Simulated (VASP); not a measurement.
BP: relaxation of cell and atoms with r2SCAN

Crystal: BP.

```
CELL_PARAMETERS angstrom
0.00000 2.27419 2.27419
2.27419 0.00000 2.27419
2.27419 2.27419 0.00000
ATOMIC_POSITIONS crystal
B 0.00000 0.00000 0.00000
P 0.25000 0.25000 0.25000
```

| Property | Result |
| --- | --- |
| Program | VASP 6.6.1 |
| Task | relaxation of cell and atoms |
| Functional | r2SCAN |
| Potentials or basis | VASP PAW PBE potentials, release 64 (B, P) |
| Cutoff | 600 eV |
| k mesh | 8 × 8 × 8 |
| Occupations | fermi-dirac, width 0.02 eV |
| Spin | no spin polarisation |
| Dipole correction | no |
| Further INCAR settings | ALGO = Normal; EDIFF = 1e-06; IBRION = 2; EDIFFG = -0.005; NSW = 80; ISIF = 3 |

- Relaxed volume: 11.64 Å³/atom
- Relaxed cell: a = 3.205 Å, b = 3.205 Å, c = 3.205 Å, α = 60.00°, β = 60.00°, γ = 60.00°
- Space group after relaxing (to 0.05 Å): F-43m (No. 216)
- Energy gained by relaxing: 0.7 meV/atom
- Ionic steps: 3
- Pressure after relaxing: 0.0 GPa
- Band gap on the k mesh: 1.47 eV, indirect (least direct gap 3.65 eV)

Step by step:
| step | energy change (eV) | largest force (eV/Å) | pressure (GPa) | volume (Å³) |
| --- | --- | --- | --- | --- |
| 1 | 0.0000 | 0.0000 | -1.79 | 23.52 |
| 2 | -0.0005 | 0.0000 | 1.45 | 23.08 |
| 3 | -0.0014 | 0.0000 | 0.00 | 23.27 |

Final structure:
```yaml
crystal:
  lattice:
    - [0.00000, 2.26610, 2.26610]
    - [2.26610, 0.00000, 2.26610]
    - [2.26610, 2.26610, 0.00000]
  atoms:
    - { symbol: B, position: [0.00000, 0.00000, 0.00000] }
    - { symbol: P, position: [0.25000, 0.25000, 0.25000] }
```

Levels at points of the mesh, in eV from the valence-band top:
```
           k point  band 1  band 2  band 3  band 4  band 5  band 6  band 7  band 8
(0.00, 0.00, 0.00)  -16.29    0.00    0.00    0.00    3.65    3.65    3.65    8.07
(0.50, 0.00, 0.00)  -12.79   -9.53   -1.87   -1.87    4.16    5.03    5.03   10.93
(0.50, 0.50, 0.00)  -11.11   -9.15   -4.36   -4.36    1.53    1.91   13.10   13.10
```

Wall time 66 s on 1 thread of Intel Xeon 6975P-C, on a shared host, peak memory 0.16 GiB.

Caveat: the PAW data sets were made with another functional, which shifts forces and pressure a little. r2SCAN opens gaps a little over a GGA but as a rule still falls short of measured ones.
